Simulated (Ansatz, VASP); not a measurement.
# Two plane-wave programs on ScCo3B2

```xyz
6
Lattice="4.7982 0.0000 0.0000 -2.3991 4.1553 0.0000 0.0000 0.0000 2.9038" Properties=species:S:1:pos:R:3 pbc="T T T"
Sc    0.0000    0.0000    0.0000
Co    2.3991    0.0000    1.4519
Co    1.1995    2.0777    1.4519
Co   -1.1995    2.0777    1.4519
B     0.0000    2.7702    0.0000
B     2.3991    1.3851    0.0000
```

Alike in both runs: functional LDA; k mesh 9 × 9 × 12; occupations gaussian, width 0.1 eV; no spin polarisation.

Ansatz relaxed the structure, and its values are those at the end. VASP's run is a single point on that final structure, the one shown.

```csv
,VASP,Ansatz
version,VASP 6.6.1,Ansatz 0.2.0
potentials or method,"VASP PAW LDA potentials, release 64 (Sc_sv, Co, B), cutoff 520 eV","scalar-relativistic, plane waves, PAW"
valence electrons in the cell,44,68
```

```csv
,VASP,Ansatz,Ansatz less VASP
gap on the k mesh at the Fermi level (eV),none,none,-
pressure (GPa),0.3,0.0,-0.32
```

LDA's correlation is that of Perdew and Zunger in VASP and of Perdew and Wang (1992) in Ansatz. A gap of «none» marks a metal or a gap that the smearing closes. VASP's potentials hold 44 valence electrons a cell and Ansatz's 68, so a difference there can come from the potentials and not from the codes.
